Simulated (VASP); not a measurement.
Wanted: the native input for a VASP 6.6.1 run.

* Task: single point
* Functional: r2SCAN
* Potentials or basis: VASP PAW PBE potentials, release 64 (Hf_pv, O)
* Cutoff: 660 eV
* k mesh: 8 × 8 × 8
* Occupations: gaussian, width 0.05 eV
* Spin: no spin polarisation
* Dipole correction: no
* Further INCAR settings: ALGO = Normal; EDIFF = 1e-06; NBANDS = 18

Crystal: HfO2.

```
Hf O
1.0
     0.64721    2.07619    2.58276
     2.96852    0.07974    3.15024
     2.78204    2.45718    0.26622
Hf O
1 2
Cartesian
  -0.0295 -0.0304 0.0052
  1.6132 1.1505 1.4591
  4.8141 3.4930 4.5349
```

This cell differs from its parent crystal: atoms moved at random and the cell strained at random.

One way to write it, as run:

POSCAR

```
HfO2
1.0
    0.6472086511      2.0761908625      2.5827649848
    2.9685173733      0.0797357762      3.1502378597
    2.7820370285      2.4571833926      0.2662161210
Hf O
1 2
Direct
    0.0007517460      0.0021533539     -0.0130872145
    0.2360484983      0.2476181199      0.2607373948
    0.7631997557      0.7502285262      0.7523498196
```

INCAR.step1

```
PREC = Accurate ; ENCUT = 660
ISMEAR = 0 ; SIGMA = 0.05
LREAL = F ; LASPH = T
NELM = 120 ; NBANDS = 18
GGA = PE ; ALGO = Normal
EDIFF = 1E-5 ; LWAVE = T
LCHARG = F ; GGA_COMPAT = F
```

INCAR.step2

```
PREC = Accurate ; ENCUT = 660
EDIFF = 1E-6 ; ISMEAR = 0
SIGMA = 0.05 ; LREAL = F
LASPH = T ; NELM = 120
ALGO = Normal ; ISIF = 2
LWAVE = F ; LCHARG = F
METAGGA = R2SCAN ; LMIXTAU = T
NBANDS = 18 ; ISTART = 1
GGA_COMPAT = F
```

KPOINTS

```
Automatic mesh
0
Gamma
  8 8 8
```

Potentials or basis: VASP PAW PBE potentials, release 64 (Hf_pv, O).

The run is started by

```bash
$ cat potpaw_PBE.64/Hf_pv/POTCAR potpaw_PBE.64/O/POTCAR > POTCAR
$ cp INCAR.step1 INCAR
$ mpirun -np 1 vasp_std > vasp.out
$ cp INCAR.step2 INCAR
$ mpirun -np 1 vasp_std > vasp.out
```

Results of the run:

```yaml
Pressure: 80.5 GPa
Largest_force: 10.959 eV/Å
Band_gap_on_the_k_mesh: 3.11 eV (least direct gap 3.45 eV)
```

Caveat: the cell differs from its parent crystal (atoms moved at random and the cell strained at random); the stress differs along the axes, from 55 to 123 GPa; the PAW data sets were made with another functional, which shifts forces and pressure a little; spin-orbit coupling is left out, which moves the levels of the heavy elements.

It took 13 min on 1 thread of Oxide Virtual Turin-like Processor, on a shared host, peak memory 0.3 GiB.
